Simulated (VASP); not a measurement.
Runs of VASP 6.6.1 on SnTe. The structure is that of space group Fm-3m (No. 225), or close to it. The cells are those of the table. 

| task | level | potentials or basis | spin | cell | k mesh | cutoff (eV) | pressure (GPa) | relaxed volume (Å³/atom) |
| --- | --- | --- | --- | --- | --- | --- | --- | --- |
| single point | r2SCAN | VASP PAW PBE potentials, release 64 (Sn_d, Te) | off | a = 4.506 Å, angles 60.0°, 2 atoms | 9 × 9 × 9 | 520 | -0.1 | - |
| single point | r2SCAN | VASP PAW PBE potentials, release 64 (Sn_d, Te) | off | a = 4.536 Å, angles 60.0°, 2 atoms | 9 × 9 × 9 | 520 | (a) | - |
| relaxation of the atoms | r2SCAN | VASP PAW PBE potentials, release 64 (Sn_d, Te) | off | atoms relaxed from a = 4.506 Å, angles 60.0°, 2 atoms | 9 × 9 × 9 | 520 | -0.1 | - |
| relaxation of cell and atoms | LDA | VASP PAW LDA potentials, release 64 (Sn_d, Te) | off | relaxed from a = 4.456 Å, angles 60.0°, 2 atoms | 9 × 9 × 9 | 600 | 0.0 | (b) |
| single point | r2SCAN | VASP PAW PBE potentials, release 64 (Sn_d, Te) | non-collinear, zero start, SOC | a = 4.506 Å, angles 60.0°, 2 atoms | 8 × 8 × 8 | 550 | 0.0 | - |
| relaxation of cell and atoms | PBE | VASP PAW PBE potentials, release 64 (Sn_d, Te) | off | relaxed from a = 4.456 Å, angles 60.0°, 2 atoms | 9 × 9 × 9 | 600 | 0.0 | 32.90 |
| single point | r2SCAN | VASP PAW PBE potentials, release 64 (Sn_d, Te) | off | a = 4.476 Å, angles 60.0°, 2 atoms | 9 × 9 × 9 | 520 | 0.9 | - |
| single point | PBEsol | VASP PAW PBE potentials, release 64 (Sn_d, Te) | off | a = 4.446 Å, angles 60.0°, 2 atoms | 9 × 9 × 9 | 520 | 0.0 | - |
| relaxation of the atoms | r2SCAN | VASP PAW PBE potentials, release 64 (Sn_d, Te) | off | atoms relaxed from a = 4.445 Å, angles 60.0°, 2 atoms | 9 × 9 × 9 | 520 | 1.9 | - |
| single point | r2SCAN | VASP PAW PBE potentials, release 64 (Sn_d, Te) | off | a = 4.445 Å, angles 60.0°, 2 atoms | 9 × 9 × 9 | 520 | 1.9 | - |
| single point | r2SCAN | VASP PAW PBE potentials, release 64 (Sn_d, Te) | off | a = 4.594 Å, angles 60.0°, 2 atoms | 9 × 9 × 9 | 520 | -2.3 | - |

Alike in all rows: smearing fermi-dirac 0.1 eV.

Fill in the values left out.

(a) -0.9; (b) 30.35.

Caveats: the PAW data sets were made with another functional, which shifts forces and pressure a little (some runs); the relaxation stopped at its first step, so nothing moved (some runs).
